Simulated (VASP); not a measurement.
# Zn4Ge (Pm-3m) in VASP: further runs

Zn4Ge is run at these levels: PBE; tasks: single point, relaxation of cell and atoms.

All numbers are computed with VASP 6.6.1; they aren't measurements. Logs are shortened: lines on timing, memory, paths and dates and some standing lists are left out, and cuts for length are marked.

## Step 1: The cell of the first run

It takes space group Pm-3m (No. 221, cubic). Conventional cell: a = 4.669 Å, b = 4.669 Å, c = 4.669 Å, α = 90.00°, β = 90.00°, γ = 90.00°. Within 3.1 Å of Zn (site symmetry 4/mmm) lie 2 Zn at 2.33 Å. Within 3.1 Å of Zn (site symmetry m-3m) lie 6 Zn at 2.33 Å. Ge (site symmetry m-3m) has 20 Zn at 3.30 to 4.04 Å within 4.3 Å.

## Step 2: Single point, PBE

Contents of INCAR:

```
SYSTEM = Zn4Ge
  PREC = Accurate
  ENCUT = 520
  EDIFF = 1E-6
  ISMEAR = 0
  SIGMA = 0.1
  LREAL = .False.
  LASPH = .True.
  NELM = 100
  ALGO = Normal
  ISIF = 2
  LWAVE = .False.
  LCHARG = .False.
  GGA = PE
  NBANDS = 39
```

Contents of KPOINTS:

```
regular mesh
0
Gamma
  8 8 8
  0 0 0
```

Contents of POSCAR:

```
Zn4Ge
1.0
    4.6686162816      0.0000000000      0.0000000000
    0.0000000000      4.6686162816      0.0000000000
    0.0000000000      0.0000000000      4.6686162816
Zn Ge
4 1
Direct
    0.0000000000      0.5000000000      0.5000000000
    0.5000000000      0.0000000000      0.5000000000
    0.5000000000      0.5000000000      0.0000000000
    0.5000000000      0.5000000000      0.5000000000
    0.0000000000      0.0000000000      0.0000000000
```

Potentials or basis: VASP PAW PBE potentials, release 64 (Zn, Ge_d).

The run is started by

```sh
$ cat potpaw_PBE.64/Zn/POTCAR potpaw_PBE.64/Ge_d/POTCAR > POTCAR
$ mpirun -np 1 vasp_std > vasp.out
```

OUTCAR:

```text
SYSTEM = Zn4Ge
   PREC = Accurate
   ENCUT = 520
   EDIFF = 1E-6
   ISMEAR = 0
   LREAL = .False.
   LASPH = .True.
   NELM = 100
   ISIF = 2
   GGA = PE

 ion  position               nearest neighbor table
   1  0.000  0.500  0.500-   4 2.33   4 2.33
   2  0.500  0.000  0.500-   4 2.33   4 2.33
   3  0.500  0.500  0.000-   4 2.33   4 2.33
   4  0.500  0.500  0.500-   1 2.33   2 2.33   3 2.33   3 2.33   2 2.33   1 2.33
   5  0.000  0.000  0.000-

  LATTYP: Found a simple cubic cell.
 ALAT       =     4.6686162816

  Lattice vectors:

 A1 = (   4.6686162816,   0.0000000000,   0.0000000000)
 A2 = (   0.0000000000,   4.6686162816,   0.0000000000)
 A3 = (   0.0000000000,   0.0000000000,   4.6686162816)

Analysis of symmetry for initial positions (statically):
=====================================================================
 Subroutine PRICEL returns:
 Original cell was already a primitive cell.

 Routine SETGRP: Setting up the symmetry group for a
 simple cubic supercell.

 Subroutine GETGRP returns: Found 48 space group operations
 (whereof 48 operations were pure point group operations)
 out of a pool of 48 trial point group operations.

The static configuration has the point symmetry O_h .

Analysis of symmetry for dynamics (positions and initial velocities):
=====================================================================
 Subroutine PRICEL returns:
 Original cell was already a primitive cell.

 Routine SETGRP: Setting up the symmetry group for a
 simple cubic supercell.

 Subroutine GETGRP returns: Found 48 space group operations
 (whereof 48 operations were pure point group operations)
 out of a pool of 48 trial point group operations.

The dynamic configuration has the point symmetry O_h .

 Subroutine INISYM returns: Found 48 space group operations
 (whereof 48 operations are pure point group operations),
 and found     1 'primitive' translations

----------------------------------------------------------------------------------------

                                     Primitive cell

  volume of cell :     101.7571

  direct lattice vectors                    reciprocal lattice vectors
     4.668616282  0.000000000  0.000000000     0.214196229  0.000000000  0.000000000
     0.000000000  4.668616282  0.000000000     0.000000000  0.214196229  0.000000000
     0.000000000  0.000000000  4.668616282     0.000000000  0.000000000  0.214196229

[... 90 lines left out ...]
   LREAL  =      F    real-space projection
   EDIFFG = 0.1E-04   stopping-criterion for IOM
   NSW    =      0    number of steps for IOM
   IBRION =     -1    ionic relax: 0-MD 1-quasi-New 2-CG
   NFREE  =      0    steps in history (QN), initial steepest desc. (CG)
   ISIF   =      2    stress and relaxation
   ISYM   =      2    0-nonsym 1-usesym 2-fastsym
   POTIM  = 0.5000    time-step for ionic-motion
   TEBEG  =    0.0;   TEEND  =   0.0 temperature during run
   PSTRESS=    0.0 pullay stress
   NELECT =      62.0000    total number of electrons
   NUPDOWN=      -1.0000    fix difference up-down
   EMIN   =  10.00;   EMAX   =-10.00  energy-range for DOS
   EFERMI =   0.00;   METHOD = LEGACY
   ISMEAR =     0;   SIGMA  =   0.10  broadening in eV -4-tet -1-fermi 0-gaus
   EFERMI_NEDOS =   21; number of points for ismear=-14 and -15
   IALGO  =     38    algorithm
   IMIX   =      4    mixing-type and parameters
     AMIX     =   0.40;   BMIX     =  1.00
     AMIX_MAG =   1.60;   BMIX_MAG =  1.00
  volume/ion in A,a.u.               =      20.35       137.34
  Fermi-wavevector in a.u.,A,eV,Ry     =   1.387876  2.622705 26.207525  1.926199
  Thomas-Fermi vector in A             =   2.512055
   LORBIT       =      0    0 simple, 1 ext, 2 COOP (PROOUT), +10 PAW based schemes
   GGA     = PE    functional components
   LHFCALC =     F    Hartree Fock is set to
   AEXX    =    0.0000 exact exchange contribution
   IVDW    =     0    specifies the selected vdW correction
   LEPSILON=     F    determine dielectric tensor
   LRPA    =     F    only Hartree local field effects (RPA)
 non-spin polarized calculation
 Gauss-broadening in eV      SIGMA  =   0.10
  energy-cutoff  :      520.00
  volume of cell :      101.76
 maximum number of plane-waves:      2800
 NGX is ok and might be reduce to    36
   NGX = 17   NGY = 17   NGZ = 17

 number of electron      61.9999879 magnetization

 Free energy of the ion-electron system (eV)
  ---------------------------------------------------
  ext. energy  EPLUGINS =         0.00000000
  ---------------------------------------------------
  free energy    TOTEN  =        -6.48755618 eV

  energy without entropy =       -6.48117570  energy(sigma->0) =       -6.48436594

 E-fermi :   2.1880     XC(G=0): -10.1662

 val. band max:        2.1854655372   @ k =   0.5000   0.2500   0.0000
 cond. band min:       2.2910862676   @ k =   0.5000   0.2500   0.0000
 fundamental gap:      0.1056207304
 Fermi energy:         2.1879935731

 k-point     1 :       0.0000    0.0000    0.0000
  band No.  band energies     occupation
      1     -22.8074      2.00000
      2     -22.8074      2.00000
      3     -22.8068      2.00000
      4     -22.8068      2.00000
      5     -22.8068      2.00000
      6      -7.5843      2.00000
[... 997 lines left out ...]
     38       8.4134      0.00000
     39       8.6162      0.00000

 [... further k-points ...]

------------------------ aborting loop because EDIFF is reached ----------------------------------------

  FORCE on cell =-STRESS in cart. coord.  units (eV):
  Direction    XX          YY          ZZ          XY          YZ          ZX
  --------------------------------------------------------------------------------------
  -------------------------------------------------------------------------------------
  Total        0.1302794      0.1302794      0.1302794      0.0000000      0.0000000     -0.0000000
  in kB        2.0512656      2.0512656      2.0512656      0.0000000      0.0000000     -0.0000000
  external PRESSURE =       2.0512656 kB  Pullay stress =       0.0000000 kB

 VOLUME and BASIS-vectors are now :
 -----------------------------------------------------------------------------
  energy-cutoff  :      520.00
  volume of cell :      101.76
      direct lattice vectors                 reciprocal lattice vectors
     4.668616282  0.000000000  0.000000000     0.214196229  0.000000000  0.000000000
     0.000000000  4.668616282  0.000000000     0.000000000  0.214196229  0.000000000
     0.000000000  0.000000000  4.668616282     0.000000000  0.000000000  0.214196229

 POSITION                                       TOTAL-FORCE (eV/Angst)
 -----------------------------------------------------------------------------------
      0.00000      2.33431      2.33431         0.000000      0.000000      0.000000
      2.33431      0.00000      2.33431         0.000000      0.000000      0.000000
      2.33431      2.33431      0.00000         0.000000      0.000000      0.000000
      2.33431      2.33431      2.33431         0.000000      0.000000      0.000000
      0.00000      0.00000      0.00000         0.000000      0.000000      0.000000
 -----------------------------------------------------------------------------------
    total drift:                                0.000000      0.000000      0.000000

  FREE ENERGIE OF THE ION-ELECTRON SYSTEM (eV)
  ---------------------------------------------------
  free  energy   TOTEN  =        -6.4875561846 eV

  energy  without entropy=       -6.4811756970  energy(sigma->0) =       -6.48436594
```

OSZICAR:

```text
N       E                     dE             d eps       ncg     rms          rms(c)
DAV:   1     0.466231618143E+03    0.46623E+03   -0.30081E+04  2969   0.300E+03
DAV:   2     0.559216641322E+02   -0.41031E+03   -0.39644E+03  2730   0.643E+02
DAV:   3    -0.426416154673E+01   -0.60186E+02   -0.59631E+02  3031   0.173E+02
DAV:   4    -0.687823040713E+01   -0.26141E+01   -0.26109E+01  2989   0.375E+01
DAV:   5    -0.692034361834E+01   -0.42113E-01   -0.42111E-01  2996   0.464E+00    0.547E+00
DAV:   6    -0.652387775569E+01    0.39647E+00   -0.21029E+00  3215   0.222E+01    0.396E+00
DAV:   7    -0.649680205080E+01    0.27076E-01   -0.20469E-01  3026   0.927E+00    0.206E+00
DAV:   8    -0.648797241853E+01    0.88296E-02   -0.72975E-02  3082   0.508E+00    0.433E-01
DAV:   9    -0.648724235306E+01    0.73007E-03   -0.12403E-02  3010   0.209E+00    0.932E-02
DAV:  10    -0.648749260492E+01   -0.25025E-03   -0.33720E-03  3094   0.571E-01    0.686E-02
DAV:  11    -0.648755568081E+01   -0.63076E-04   -0.57101E-04  2912   0.246E-01    0.293E-02
DAV:  12    -0.648755526980E+01    0.41101E-06   -0.40127E-05  3102   0.654E-02    0.582E-03
DAV:  13    -0.648755618455E+01   -0.91476E-06   -0.63412E-06  2853   0.255E-02
   1 F= -.64875562E+01 E0= -.64843659E+01  d E =-.638049E-02
```

stdout:

```text
POSCAR found type information on POSCAR ZnGe
 POSCAR found :  2 types and       5 ions
 scaLAPACK will be used
 LDA part: xc-table for (Slater+PW92), standard interpolation
 POSCAR, INCAR and KPOINTS ok, starting setup
 FFT: planning ... GRIDC
 FFT: planning ... GRID_SOFT
 FFT: planning ... GRID
 WAVECAR not read
 entering main loop
```

It took 1.8 min on 1 thread of Intel Xeon Platinum 8375C at 2.90GHz (Ice Lake), shared host; peak memory 0.27 GiB.

What came out:

| Property | Result |
| --- | --- |
| Free energy | -6.4876 eV |
| Pressure | 0.2 GPa |
| Band gap on the k mesh | zero (band 31 reaches 2.90 eV, above the bottom of band 32 at -0.30 eV) |

Levels at points of the mesh, in eV from the Fermi level:
```tsv
k point	band 27	band 28	band 29	band 30	band 31	band 32	band 33	band 34	band 35	band 36
(0.00, 0.00, 0.00)	-4.88	-2.15	-2.15	-2.15	-0.36	-0.36	2.07	2.07	2.07	4.97
(0.50, 0.00, 0.00)	-6.55	-3.16	-0.44	-0.44	-0.13	-0.13	-0.01	0.31	2.58	5.36
(0.50, 0.50, 0.00)	-6.01	-4.82	-4.82	0.66	0.71	1.30	1.30	1.33	1.65	3.12
(0.50, 0.50, 0.50)	-5.51	-3.44	-3.44	-3.44	-2.49	-2.49	-2.49	6.48	6.48	6.48
```

## Step 3: Relaxation of cell and atoms, PBE

This run uses another cell than the first one, of 20.64 Å³/atom, 1.014 times its volume.

Contents of INCAR:

```
PREC = Accurate
ENCUT = 600
EDIFF = 1E-6
ISMEAR = 0
SIGMA = 0.1
LREAL = F
LASPH = T
NELM = 100
ALGO = Normal
ISIF = 3
LWAVE = F
LCHARG = F
GGA = PE
IBRION = 2
NSW = 100
EDIFFG = -0.01
```

Contents of KPOINTS:

```
Automatic mesh
0
Gamma
  8 8 8
```

POSCAR: that of step 2 with these lines changed.

```diff
@@ -2,5 +2,5 @@
 1.0
-    4.6686162816      0.0000000000      0.0000000000
-    0.0000000000      4.6686162816      0.0000000000
-    0.0000000000      0.0000000000      4.6686162816
+    4.6905479987      0.0000000000      0.0000000000
+    0.0000000000      4.6905479987      0.0000000000
+    0.0000000000      0.0000000000      4.6905479987
 Zn Ge
```

Potentials or basis: VASP PAW PBE potentials, release 64 (Zn, Ge_d).

The run is started by

```sh
$ cat potpaw_PBE.64/Zn/POTCAR potpaw_PBE.64/Ge_d/POTCAR > POTCAR
$ mpirun -np 1 vasp_std > vasp.out
```

It took 3 min on 1 thread of Intel Xeon Platinum 8375C at 2.90GHz (Ice Lake), shared host; peak memory 0.33 GiB.

Results (log left out):

```yaml
Free_energy: -6.4876 eV
Relaxed_volume: 20.45 Å³/atom
Relaxed_cell: a = 4.676 Å, b = 4.676 Å, c = 4.676 Å, α = 90.00°, β = 90.00°, γ = 90.00°
Space_group_after_relaxing_to_0.05_Å: Pm-3m (No. 221)
Energy_gained_by_relaxing: 0.3 meV/atom
Ionic_steps: 2
Pressure_after_relaxing: 0.0 GPa
Band_gap_on_the_k_mesh: zero (band 31 reaches 2.87 eV, above the bottom of band 32 at -0.32 eV)
```

Step by step:
```csv
step,energy change (eV),largest force (eV/Å),pressure (GPa),volume (Å³)
1,0.0000,0.0000,-0.50,103.20
2,-0.0014,0.0000,-0.04,102.23
```

Final structure:
```
Zn Ge
1.0
     4.67589    0.00000    0.00000
     0.00000    4.67589    0.00000
     0.00000    0.00000    4.67589
Zn Ge
4 1
Direct
  0.00000 0.50000 0.50000
  0.50000 0.00000 0.50000
  0.50000 0.50000 0.00000
  0.50000 0.50000 0.50000
  0.00000 0.00000 0.00000
```

Levels at points of the mesh, in eV from the Fermi level:
```tsv
k point	band 28	band 29	band 30	band 31	band 32	band 33	band 34	band 35
(0.00, 0.00, 0.00)	-2.14	-2.14	-2.14	-0.37	-0.37	2.06	2.06	2.06
(0.50, 0.00, 0.00)	-3.16	-0.44	-0.44	-0.13	-0.13	-0.02	0.30	2.59
(0.50, 0.50, 0.00)	-4.80	-4.80	0.66	0.71	1.29	1.29	1.32	1.63
(0.50, 0.50, 0.50)	-3.43	-3.43	-3.43	-2.48	-2.48	-2.48	6.45	6.45
```

## Step 4: Single point, PBE

This run uses another cell than the first one, of 18.15 Å³/atom, 0.892 times its volume.

Contents of INCAR:

```
SYSTEM = Zn4Ge
PREC     = Accurate       ! precision mode
ENCUT    = 520            ! plane-wave cutoff, eV
EDIFF    = 1E-7           ! SCF threshold, eV
ISMEAR   = 0              ! smearing method
SIGMA    = 0.1            ! smearing width, eV
LREAL    = .False.        ! projectors in reciprocal space
LASPH    = .True.         ! aspherical terms in the spheres
NELM     = 100            ! most SCF steps
ALGO     = Normal         ! electronic algorithm
ISIF     = 2              ! what is computed and relaxed
LWAVE    = .False.        ! write WAVECAR
LCHARG   = .False.        ! write CHGCAR
GGA      = PE             ! functional
NBANDS   = 39             ! bands
```

Contents of KPOINTS:

```
Automatic mesh
0
Gamma
  4 4 4
  0 0 0
```

POSCAR: that of step 3 with these lines changed.

```diff
@@ -2,5 +2,5 @@
 1.0
-    4.6905479987      0.0000000000      0.0000000000
-    0.0000000000      4.6905479987      0.0000000000
-    0.0000000000      0.0000000000      4.6905479987
+    4.4939301600      0.0000000000      0.0000000000
+    0.0000000000      4.4939301600      0.0000000000
+    0.0000000000      0.0000000000      4.4939301600
 Zn Ge
```

Potentials or basis: VASP PAW PBE potentials, release 64 (Zn, Ge_d).

The run is started by

```sh
$ cat potpaw_PBE.64/Zn/POTCAR potpaw_PBE.64/Ge_d/POTCAR > POTCAR
$ mpirun -np 1 vasp_std > vasp.out
```

OUTCAR:

```text
SYSTEM = Zn4Ge
   PREC = Accurate
   ENCUT = 520
   EDIFF = 1E-7
   ISMEAR = 0
   LREAL = .False.
   LASPH = .True.
   NELM = 100
   ISIF = 2
   GGA = PE

 ion  position               nearest neighbor table
   1  0.000  0.500  0.500-   4 2.25   4 2.25
   2  0.500  0.000  0.500-   4 2.25   4 2.25
   3  0.500  0.500  0.000-   4 2.25   4 2.25
   4  0.500  0.500  0.500-   1 2.25   2 2.25   3 2.25   3 2.25   2 2.25   1 2.25
   5  0.000  0.000  0.000-

  LATTYP: Found a simple cubic cell.
 ALAT       =     4.4939301600

  Lattice vectors:

 A1 = (   4.4939301600,   0.0000000000,   0.0000000000)
 A2 = (   0.0000000000,   4.4939301600,   0.0000000000)
 A3 = (   0.0000000000,   0.0000000000,   4.4939301600)

Analysis of symmetry for initial positions (statically):
=====================================================================
 Subroutine PRICEL returns:
 Original cell was already a primitive cell.

 Routine SETGRP: Setting up the symmetry group for a
 simple cubic supercell.

[... 156 lines left out ...]
  energy without entropy =       -5.97639744  energy(sigma->0) =       -5.98400579

 E-fermi :   2.9390     XC(G=0): -10.7152

 val. band max:        2.8609873398   @ k =   0.5000   0.2500   0.0000
 cond. band min:       3.0563726180   @ k =   0.5000   0.2500   0.0000
 fundamental gap:      0.1953852783
 Fermi energy:         2.9389812484

 k-point     1 :       0.0000    0.0000    0.0000
  band No.  band energies     occupation
      1     -22.0558      2.00000
      2     -22.0558      2.00000
      3     -22.0547      2.00000
      4     -22.0547      2.00000
      5     -22.0547      2.00000
      6      -7.5374      2.00000
[... 409 lines left out ...]
     38      12.8463      0.00000
     39      13.5076      0.00000

------------------------ aborting loop because EDIFF is reached ----------------------------------------

  FORCE on cell =-STRESS in cart. coord.  units (eV):
  Direction    XX          YY          ZZ          XY          YZ          ZX
  --------------------------------------------------------------------------------------
  -------------------------------------------------------------------------------------
  Total        4.3146457      4.3146457      4.3146457      0.0000000      0.0000000     -0.0000000
  in kB       76.1687388     76.1687388     76.1687388      0.0000000      0.0000000     -0.0000000
  external PRESSURE =      76.1687388 kB  Pullay stress =       0.0000000 kB

 VOLUME and BASIS-vectors are now :
 -----------------------------------------------------------------------------
  energy-cutoff  :      520.00
  volume of cell :       90.76
      direct lattice vectors                 reciprocal lattice vectors
     4.493930160  0.000000000  0.000000000     0.222522372  0.000000000  0.000000000
     0.000000000  4.493930160  0.000000000     0.000000000  0.222522372  0.000000000
     0.000000000  0.000000000  4.493930160     0.000000000  0.000000000  0.222522372

 POSITION                                       TOTAL-FORCE (eV/Angst)
 -----------------------------------------------------------------------------------
      0.00000      2.24697      2.24697         0.000000      0.000000      0.000000
      2.24697      0.00000      2.24697         0.000000      0.000000      0.000000
      2.24697      2.24697      0.00000         0.000000      0.000000      0.000000
      2.24697      2.24697      2.24697         0.000000      0.000000      0.000000
      0.00000      0.00000      0.00000         0.000000      0.000000      0.000000
 -----------------------------------------------------------------------------------
    total drift:                                0.000000      0.000000      0.000000

  FREE ENERGIE OF THE ION-ELECTRON SYSTEM (eV)
  ---------------------------------------------------
  free  energy   TOTEN  =        -5.9916141395 eV

  energy  without entropy=       -5.9763974363  energy(sigma->0) =       -5.98400579
```

OSZICAR:

```text
N       E                     dE             d eps       ncg     rms          rms(c)
DAV:   1     0.470150330960E+03    0.47015E+03   -0.29908E+04   852   0.317E+03
DAV:   2     0.564297761589E+02   -0.41372E+03   -0.39987E+03   780   0.636E+02
DAV:   3    -0.414237087679E+01   -0.60572E+02   -0.60031E+02   885   0.176E+02
DAV:   4    -0.649593678591E+01   -0.23536E+01   -0.23517E+01   843   0.368E+01
DAV:   5    -0.653063326901E+01   -0.34696E-01   -0.34696E-01   857   0.443E+00    0.698E+00
DAV:   6    -0.604896905549E+01    0.48166E+00   -0.23891E+00   910   0.240E+01    0.486E+00
DAV:   7    -0.600535978822E+01    0.43609E-01   -0.24004E-01   837   0.103E+01    0.242E+00
DAV:   8    -0.599226637835E+01    0.13093E-01   -0.81311E-02   908   0.571E+00    0.492E-01
DAV:   9    -0.599130113357E+01    0.96524E-03   -0.15330E-02   865   0.218E+00    0.109E-01
DAV:  10    -0.599156370359E+01   -0.26257E-03   -0.35202E-03   886   0.596E-01    0.726E-02
DAV:  11    -0.599161989632E+01   -0.56193E-04   -0.56957E-04   851   0.265E-01    0.309E-02
DAV:  12    -0.599161345051E+01    0.64458E-05   -0.41803E-05   872   0.109E-01    0.530E-03
DAV:  13    -0.599161474462E+01   -0.12941E-05   -0.10710E-05   815   0.279E-02    0.579E-03
DAV:  14    -0.599161435185E+01    0.39276E-06   -0.13377E-06   899   0.140E-02    0.277E-03
DAV:  15    -0.599161418108E+01    0.17077E-06   -0.75647E-07   808   0.120E-02    0.937E-04
DAV:  16    -0.599161413951E+01    0.41575E-07   -0.17093E-08   460   0.234E-03
   1 F= -.59916141E+01 E0= -.59840058E+01  d E =-.152167E-01
```

Run time: 34 s. Hardware: 1 thread of Intel Xeon Platinum 8375C at 2.90GHz (Ice Lake), shared host; peak memory 0.21 GiB.

What came out:

```yaml
Free_energy: -5.9916 eV
Pressure: 7.6 GPa
Band_gap_on_the_k_mesh: zero (band 31 reaches 3.71 eV, above the bottom of band 32 at 0.03 eV)
```

## Step 5: Summary

```csv
task,cell,k mesh,cutoff (eV),gap on the mesh (eV),pressure (GPa)
single point,"a = 4.669 Å, 5 atoms",8 × 8 × 8,520,none,0.2
relaxation of cell and atoms,"relaxed from a = 4.691 Å, 5 atoms",8 × 8 × 8,600,none,0.0
single point,"a = 4.494 Å, 5 atoms",4 × 4 × 4,520,none,7.6
```

Alike in all rows: level PBE; potentials or basis VASP PAW PBE potentials, release 64 (Zn, Ge_d); no spin polarisation; smearing gaussian 0.1 eV.

Absolute energies hang on the potentials; compare differences alone.
